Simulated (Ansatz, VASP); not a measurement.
**One calculation of HC20, two programs**

```
C H
1.0
     7.20155    0.00000    0.00000
    -3.31941    7.79078    0.00000
     0.00000    0.00000   22.79168
C H
40 2
Direct
  0.25011 0.16670 0.17550
  0.25011 0.66670 0.17550
  0.75011 0.16670 0.17550
  0.75011 0.66670 0.17550
  0.24989 0.33330 0.17550
  0.24989 0.83330 0.17550
  0.74989 0.33330 0.17550
  0.74989 0.83330 0.17550
  0.25011 0.41670 0.22913
  0.25011 0.91670 0.22913
  0.75011 0.41670 0.22913
  0.75011 0.91670 0.22913
  0.24989 0.08330 0.22913
  0.24989 0.58330 0.22913
  0.74989 0.08330 0.22913
  0.74989 0.58330 0.22913
  0.25005 0.16765 0.28273
  0.25005 0.66765 0.28273
  0.75005 0.16765 0.28273
  0.75005 0.66765 0.28273
  0.24995 0.33235 0.28273
  0.24995 0.83235 0.28273
  0.74995 0.33235 0.28273
  0.74995 0.83235 0.28273
  0.25006 0.41834 0.33654
  0.25006 0.91834 0.33654
  0.75006 0.41834 0.33654
  0.75006 0.91834 0.33654
  0.24994 0.08166 0.33654
  0.24994 0.58166 0.33654
  0.74994 0.08166 0.33654
  0.74994 0.58166 0.33654
  0.25019 0.17717 0.38574
  0.25019 0.67717 0.38574
  0.75019 0.17717 0.38574
  0.75019 0.67717 0.38574
  0.24981 0.32283 0.38574
  0.24981 0.82283 0.38574
  0.74981 0.32283 0.38574
  0.74981 0.82283 0.38574
  0.99981 0.27855 0.54369
  0.99981 0.36711 0.54369
```

Alike in both runs: task single point; functional LDA; k mesh 4 × 4 × 1; occupations gaussian, width 0.05 eV; no spin polarisation.

|  | VASP | Ansatz |
| --- | --- | --- |
| version | VASP 6.6.1 | Ansatz 0.2.0 |
| potentials or method | VASP PAW LDA potentials, release 64 (C, H), cutoff 520 eV | scalar-relativistic, plane waves, PAW |
| valence electrons in the cell | 162 | 162 |

Ansatz gave:

* rms of the force components (eV/Å): 1.789

Estimate VASP's values.

rms of the force components (eV/Å): 1.781.

Ansatz warns that its potentials were made for another functional, while VASP's fit it. LDA's correlation is that of Perdew and Zunger in VASP and of Perdew and Wang (1992) in Ansatz. Atom by atom the forces differ by 0.029 eV/Å (rms over components). Ansatz's warnings: xc potential rough in thin density.
